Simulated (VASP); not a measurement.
Here is a VASP 6.6.1 calculation.

The input INCAR:

```
SYSTEM = P
PREC = Accurate
ENCUT = 520
EDIFF = 1E-6
ISMEAR = -1
SIGMA = 0.05
LREAL = .FALSE.
LASPH = .TRUE.
NELM = 80
ALGO = Normal
ISIF = 2
LWAVE = .FALSE.
LCHARG = .TRUE.
GGA = PE
LELF = .TRUE.
LVHAR = .TRUE.
NBANDS = 12
```

The input KPOINTS:

```
regular mesh
0
G
  9 9 9
  0 0 0
```

POSCAR

```
P
1.0
    1.7024017084      0.9828820846      3.0873818539
   -1.7024017084      0.9828820846      3.0873818539
    0.0000000000     -1.9657641692      3.0873818539
P
2
Direct
    0.7729197500      0.7729197500      0.7729197500
    0.2270802500      0.2270802500      0.2270802500
```

Potentials or basis: VASP PAW PBE potentials, release 64 (P).

Command:

```bash
$ cat potpaw_PBE.64/P/POTCAR > POTCAR
$ mpirun -np 1 vasp_std > vasp.out
```

What does it give for the band gap on the k mesh?

Zero (band 5 reaches 10.15 eV, above the bottom of band 6 at 9.41 eV).

Predict the largest force.

0.439 eV/Å.

What does it give for the pressure?

5.4 GPa.

Forces in eV/Å, atoms in the order of the input:
```
P    0.000  0.000 -0.439
P    0.000  0.000  0.439
```
